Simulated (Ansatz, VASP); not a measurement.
# Ge, level by level in two programs

```
Ge
1.0
     0.00000    2.79068    2.79068
     2.79068    0.00000    2.79068
     2.79068    2.79068    0.00000
Ge
2
Direct
  0.75000 0.75000 0.75000
  0.50000 0.50000 0.50000
```

Single points on this cell with VASP 6.6.1 and Ansatz 0.2.0. Each row is one pair of runs. Alike in all rows: k mesh: 8 × 8 × 8; smearing: fermi-dirac, width 0.05 eV; VASP's potentials, cutoff: VASP PAW PBE potentials, release 64 (Ge_d), 520 eV; Ansatz's potentials, cutoff: Ansatz PAW, 420 eV.

| level | spin | pressure (GPa), VASP | pressure (GPa), Ansatz |
| --- | --- | --- | --- |
| RPBE | off | 8.8 | 9.0 |
| revPBE+D3(BJ) | off | 3.7 | 3.8 |
| BLYP+D4 | off | 6.2 | 5.8 |
| PBE | non-collinear, zero start, SOC | 6.9 | 7.0 |
| PBEsol | non-collinear, zero start, SOC | 3.6 | 3.7 |

Pressure (GPa): the two programs differ by at most 0.36.
